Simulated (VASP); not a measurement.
**B: single point with PBEsol**

B:

```xyz
4
Lattice="2.2035 0.0000 0.0000 -1.1017 1.9083 0.0000 0.0000 0.0000 7.1067" Properties=species:S:1:pos:R:3 pbc="T T T"
B     0.0000    0.0000    0.0000
B     0.0000    0.0000    3.5534
B     0.0000    1.2722    5.3300
B     1.1017    0.6361    1.7767
```

```
Program                : VASP 6.6.1
Task                   : single point
Functional             : PBEsol
Potentials or basis    : VASP PAW PBE potentials, release 64 (B)
Cutoff                 : 520 eV
k mesh                 : 9 × 9 × 4
Occupations            : gaussian, width 0.1 eV
Spin                   : no spin polarisation
Dipole correction      : no
Further INCAR settings : ALGO = Normal; EDIFF = 1e-06; NBANDS = 14
```

```json
{"Pressure": "-39.9 GPa", "Band gap on the k mesh": "zero (band 6 reaches 13.12 eV, above the bottom of band 7 at 5.88 eV)"}
```

Stress tensor (GPa, compression positive):
```
-37.24   0.00   0.00
  0.00 -37.24   0.00
  0.00   0.00 -45.26
```

Levels at points of the mesh, in eV from the Fermi level:
```tsv
k point	band 4	band 5	band 6	band 7	band 8	band 9
(0.00, 0.00, 0.00)	-7.88	-5.04	5.16	5.20	10.40	10.40
(0.00, 0.00, 0.50)	-10.96	-0.86	-0.86	10.70	10.70	10.70
```

It took 6.8 s on 1 thread of Intel(R) Xeon(R) Platinum 8375C CPU @ 2.90GHz (Ice Lake), on a shared host, peak memory 0.13 GiB.

Caveat: the k points lie up to 0.37 Å⁻¹ apart; the PAW data sets were made with another functional, which shifts forces and pressure a little.
